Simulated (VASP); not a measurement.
# AlRu (Pm-3m) in VASP: a series of runs

Runs on AlRu. Level: PBE. Tasks: single point.

Everything below comes from runs of VASP 6.6.1. Logs are shortened: lines on timing, memory, paths and dates and some standing lists are left out, and cuts for length are marked.

### 1 The cell of the first run

The structure is cubic, space group Pm-3m (No. 221). Conventional cell: a = 2.992 Å, b = 2.992 Å, c = 2.992 Å, α = 90.00°, β = 90.00°, γ = 90.00°. Al (site symmetry m-3m) has 8 Ru at 2.59 Å and 6 Al at 2.99 Å within 3.4 Å. Within 3.4 Å of Ru (site symmetry m-3m) lie 8 Al at 2.59 Å and 6 Ru at 2.99 Å.

### 2 Single point, PBE

INCAR reads:

```
PREC = Accurate
ENCUT = 520
EDIFF = 1E-6
ISMEAR = -1
SIGMA = 0.05
LREAL = F
LASPH = T
NELM = 80
ALGO = Normal
ISIF = 2
LWAVE = F
LCHARG = F
GGA = PE
NBANDS = 16
```

KPOINTS reads:

```
Automatic mesh
0
Gamma
  16 16 16
```

POSCAR reads:

```
AlRu
1.0
    2.9916000000      0.0000000000      0.0000000000
    0.0000000000      2.9916000000      0.0000000000
    0.0000000000      0.0000000000      2.9916000000
Al Ru
1 1
Direct
    0.0000000000      0.0000000000      0.0000000000
    0.5000000000      0.5000000000      0.5000000000
```

Potentials or basis: VASP PAW PBE potentials, release 64 (Al, Ru_pv).

Run with:

```bash
cat potpaw_PBE.64/Al/POTCAR potpaw_PBE.64/Ru_pv/POTCAR > POTCAR
mpirun -np 1 vasp_std > vasp.out
```

OUTCAR:

```text
PREC = Accurate
   ENCUT = 520
   EDIFF = 1E-6
   ISMEAR = -1
   LREAL = F
   LASPH = T
   NELM = 80
   ISIF = 2
   GGA = PE

 ion  position               nearest neighbor table
   1  0.000  0.000  0.000-   2 2.59   2 2.59   2 2.59   2 2.59   2 2.59   2 2.59   2 2.59   2 2.59

   2  0.500  0.500  0.500-   1 2.59   1 2.59   1 2.59   1 2.59   1 2.59   1 2.59   1 2.59   1 2.59

  LATTYP: Found a simple cubic cell.
 ALAT       =     2.9916000000

  Lattice vectors:

 A1 = (   2.9916000000,   0.0000000000,   0.0000000000)
 A2 = (   0.0000000000,   2.9916000000,   0.0000000000)
 A3 = (   0.0000000000,   0.0000000000,   2.9916000000)

Analysis of symmetry for initial positions (statically):
=====================================================================
 Subroutine PRICEL returns:
 Original cell was already a primitive cell.

 Routine SETGRP: Setting up the symmetry group for a
 simple cubic supercell.

 Subroutine GETGRP returns: Found 48 space group operations
 (whereof 48 operations were pure point group operations)
 out of a pool of 48 trial point group operations.

The static configuration has the point symmetry O_h .

Analysis of symmetry for dynamics (positions and initial velocities):
=====================================================================
 Subroutine PRICEL returns:
 Original cell was already a primitive cell.

 Routine SETGRP: Setting up the symmetry group for a
 simple cubic supercell.

 Subroutine GETGRP returns: Found 48 space group operations
 (whereof 48 operations were pure point group operations)
 out of a pool of 48 trial point group operations.

The dynamic configuration has the point symmetry O_h .

 Subroutine INISYM returns: Found 48 space group operations
 (whereof 48 operations are pure point group operations),
 and found     1 'primitive' translations

----------------------------------------------------------------------------------------

                                     Primitive cell

  volume of cell :      26.7738

  direct lattice vectors                    reciprocal lattice vectors
     2.991600000  0.000000000  0.000000000     0.334269287  0.000000000  0.000000000
     0.000000000  2.991600000  0.000000000     0.000000000  0.334269287  0.000000000
     0.000000000  0.000000000  2.991600000     0.000000000  0.000000000  0.334269287

  length of vectors
     2.991600000  2.991600000  2.991600000     0.334269287  0.334269287  0.334269287

  position of ions in fractional coordinates (direct lattice)
     0.000000000  0.000000000  0.000000000
     0.500000000  0.500000000  0.500000000

  ion indices of the primitive-cell ions
   primitive index   ion index
                 1           1
                 2           2

----------------------------------------------------------------------------------------

 KPOINTS: Automatic mesh

Automatic generation of k-mesh.
 Grid dimensions read from file:
 generate k-points for:   16   16   16

 Generating k-lattice:

  Cartesian coordinates                     Fractional coordinates (reciprocal lattice)
     0.020891830  0.000000000  0.000000000     0.062500000  0.000000000  0.000000000
     0.000000000  0.020891830  0.000000000     0.000000000  0.062500000  0.000000000
     0.000000000  0.000000000  0.020891830     0.000000000  0.000000000  0.062500000

  Length of vectors
     0.020891830  0.020891830  0.020891830

  Shift w.r.t. Gamma in fractional coordinates (k-lattice)
     0.000000000  0.000000000  0.000000000

 Subroutine IBZKPT returns following result:
 ===========================================

 Found    165 irreducible k-points:

 Following reciprocal coordinates:
            Coordinates               Weight
  0.000000  0.000000  0.000000      1.000000
  0.062500  0.000000  0.000000      6.000000
  0.125000  0.000000  0.000000      6.000000
  0.187500  0.000000  0.000000      6.000000
  0.250000  0.000000  0.000000      6.000000
  0.312500  0.000000  0.000000      6.000000
[... 16 lines left out ...]
  0.437500  0.125000  0.000000     24.000000
  0.500000  0.125000  0.000000     12.000000
 [... further k-points ...]
   k-points           NKPTS =    165   k-points in BZ     NKDIM =    165   number of bands    NBANDS=     16
   number of dos      NEDOS =    301   number of ions     NIONS =      2
   total plane-waves  NPLWV =  13824
   dimension x,y,z NGX =    24 NGY =   24 NGZ =   24
   dimension x,y,z NGXF=    48 NGYF=   48 NGZF=   48
   ions per type =               1   1
   NGX,Y,Z   is equivalent  to a cutoff of  13.34, 13.34, 13.34 a.u.
   NGXF,Y,Z  is equivalent  to a cutoff of  26.67, 26.67, 26.67 a.u.
 SYSTEM =  unknown system
   PREC   = accura    normal or accurate (medium, high low for compatibility)
   ISTART =      0    job   : 0-new  1-cont  2-samecut
   ICHARG =      2    charge: 1-file 2-atom 10-const
   ISPIN  =      1    spin polarized calculation?
   LNONCOLLINEAR =      F non collinear calculations
   LSORBIT =      F    spin-orbit coupling
   LASPH  =      T    aspherical Exc in radial PAW
   ENCUT  =  520.0 eV  38.22 Ry    6.18 a.u.   5.56  5.56  5.56*2*pi/ulx,y,z
   NELM   =     80;   NELMIN=  2; NELMDL= -5     # of ELM steps
   EDIFF  = 0.1E-05   stopping-criterion for ELM
   LREAL  =      F    real-space projection
   EDIFFG = 0.1E-04   stopping-criterion for IOM
   NSW    =      0    number of steps for IOM
   IBRION =     -1    ionic relax: 0-MD 1-quasi-New 2-CG
   NFREE  =      0    steps in history (QN), initial steepest desc. (CG)
   ISIF   =      2    stress and relaxation
   ISYM   =      2    0-nonsym 1-usesym 2-fastsym
   POTIM  = 0.5000    time-step for ionic-motion
   TEBEG  =    0.0;   TEEND  =   0.0 temperature during run
   PSTRESS=    0.0 pullay stress
   NELECT =      17.0000    total number of electrons
   NUPDOWN=      -1.0000    fix difference up-down
   EMIN   =  10.00;   EMAX   =-10.00  energy-range for DOS
   EFERMI =   0.00;   METHOD = LEGACY
   ISMEAR =    -1;   SIGMA  =   0.05  broadening in eV -4-tet -1-fermi 0-gaus
   EFERMI_NEDOS =   21; number of points for ismear=-14 and -15
   IALGO  =     38    algorithm
   IMIX   =      4    mixing-type and parameters
     AMIX     =   0.40;   BMIX     =  1.00
     AMIX_MAG =   1.60;   BMIX_MAG =  1.00
  volume/ion in A,a.u.               =      13.39        90.34
  Fermi-wavevector in a.u.,A,eV,Ry     =   1.407087  2.659009 26.938090  1.979894
  Thomas-Fermi vector in A             =   2.529382
   LORBIT       =      0    0 simple, 1 ext, 2 COOP (PROOUT), +10 PAW based schemes
   GGA     = PE    functional components
   LHFCALC =     F    Hartree Fock is set to
   AEXX    =    0.0000 exact exchange contribution
   IVDW    =     0    specifies the selected vdW correction
   LEPSILON=     F    determine dielectric tensor
   LRPA    =     F    only Hartree local field effects (RPA)
 non-spin polarized calculation
  energy-cutoff  :      520.00
  volume of cell :       26.77
 maximum number of plane-waves:       739
 NGX is ok and might be reduce to    24
   NGX = 11   NGY = 11   NGZ = 11

 number of electron      16.9999995 magnetization

 Free energy of the ion-electron system (eV)
  ---------------------------------------------------
  ext. energy  EPLUGINS =         0.00000000
  ---------------------------------------------------
  free energy    TOTEN  =       -14.26185124 eV

  energy without entropy =      -14.24784427  energy(sigma->0) =      -14.25484775

 E-fermi :  10.7326     XC(G=0): -12.5660

 val. band max:       10.7299102890   @ k =   0.4375   0.4375   0.1250
 cond. band min:      10.7398964522   @ k =   0.0625   0.0625   0.0625
 fundamental gap:      0.0099861632
 Fermi energy:        10.7326061718

 k-point     1 :       0.0000    0.0000    0.0000
  band No.  band energies     occupation
      1     -31.0495      2.00000
      2     -31.0495      2.00000
      3     -31.0495      2.00000
      4       1.0424      2.00000
      5       7.1509      2.00000
      6       7.1509      2.00000
[... 8 lines left out ...]
     15      22.8420      0.00000
     16      25.8256      0.00000

 k-point     2 :       0.0625    0.0000    0.0000
  band No.  band energies     occupation
      1     -31.0576      2.00000
      2     -31.0488      2.00000
      3     -31.0488      2.00000
      4       1.1176      2.00000
      5       7.1774      2.00000
      6       7.1775      2.00000
[... 8 lines left out ...]
     15      22.8422      0.00000
     16      26.0604      0.00000

 k-point     3 :       0.1250    0.0000    0.0000
  band No.  band energies     occupation
      1     -31.0805      2.00000
      2     -31.0469      2.00000
      3     -31.0469      2.00000
      4       1.3406      2.00000
      5       7.2414      2.00000
      6       7.2542      2.00000
[... 8 lines left out ...]
     15      22.8435      0.00000
     16      26.8005      0.00000

 k-point     4 :       0.1875    0.0000    0.0000
  band No.  band energies     occupation
      1     -31.1146      2.00000
      2     -31.0440      2.00000
      3     -31.0440      2.00000
      4       1.7036      2.00000
      5       7.2912      2.00000
      6       7.3735      2.00000
[... 8 lines left out ...]
     15      23.1418      0.00000
     16      28.0406      0.00000
[... 324 lines left out ...]
 k-point    22 :       0.3750    0.1250    0.0000
  band No.  band energies     occupation
      1     -31.2245      2.00000
      2     -31.0641      2.00000
      3     -31.0316      2.00000
      4       3.7082      2.00000
      5       6.5711      2.00000
      6       7.9538      2.00000
[... 8 lines left out ...]
     15      23.7006      0.00000
     16      24.8312      0.00000

 k-point    23 :       0.4375    0.1250    0.0000
  band No.  band energies     occupation
      1     -31.2467      2.00000
      2     -31.0620      2.00000
      3     -31.0297      2.00000
      4       4.4334      2.00000
      5       5.9173      2.00000
      6       8.0709      2.00000
[... 8 lines left out ...]
     15      22.8438      0.00000
     16      23.8293      0.00000

 k-point    24 :       0.5000    0.1250    0.0000
  band No.  band energies     occupation
      1     -31.2545      2.00000
      2     -31.0613      2.00000
      3     -31.0290      2.00000
      4       5.1666      2.00000
      5       5.2029      2.00000
      6       8.1162      2.00000
[... 8 lines left out ...]
     15      22.8433      0.00000
     16      23.1144      0.00000

 [... further k-points ...]

------------------------ aborting loop because EDIFF is reached ----------------------------------------

  FORCE on cell =-STRESS in cart. coord.  units (eV):
  Direction    XX          YY          ZZ          XY          YZ          ZX
  --------------------------------------------------------------------------------------
  -------------------------------------------------------------------------------------
  Total        0.4309766      0.4309766      0.4309766     -0.0000000      0.0000000      0.0000000
  in kB       25.7901428     25.7901428     25.7901428     -0.0000000      0.0000000      0.0000000
  external PRESSURE =      25.7901428 kB  Pullay stress =       0.0000000 kB

 VOLUME and BASIS-vectors are now :
 -----------------------------------------------------------------------------
  energy-cutoff  :      520.00
  volume of cell :       26.77
      direct lattice vectors                 reciprocal lattice vectors
     2.991600000  0.000000000  0.000000000     0.334269287  0.000000000  0.000000000
     0.000000000  2.991600000  0.000000000     0.000000000  0.334269287  0.000000000
     0.000000000  0.000000000  2.991600000     0.000000000  0.000000000  0.334269287

 POSITION                                       TOTAL-FORCE (eV/Angst)
 -----------------------------------------------------------------------------------
      0.00000      0.00000      0.00000         0.000000      0.000000      0.000000
      1.49580      1.49580      1.49580         0.000000      0.000000      0.000000
 -----------------------------------------------------------------------------------
    total drift:                                0.000000     -0.000000     -0.000000

  FREE ENERGIE OF THE ION-ELECTRON SYSTEM (eV)
  ---------------------------------------------------
  free  energy   TOTEN  =       -14.2618512362 eV

  energy  without entropy=      -14.2478442697  energy(sigma->0) =      -14.25484775
```

It took 17 s on 1 thread of Intel Xeon 6975P-C (Granite Rapids), shared host; peak memory 0.19 GiB.

Results:

```yaml
Free_energy: -14.2619 eV
Pressure: 2.6 GPa
```

(Continued in part 2 of 3.)
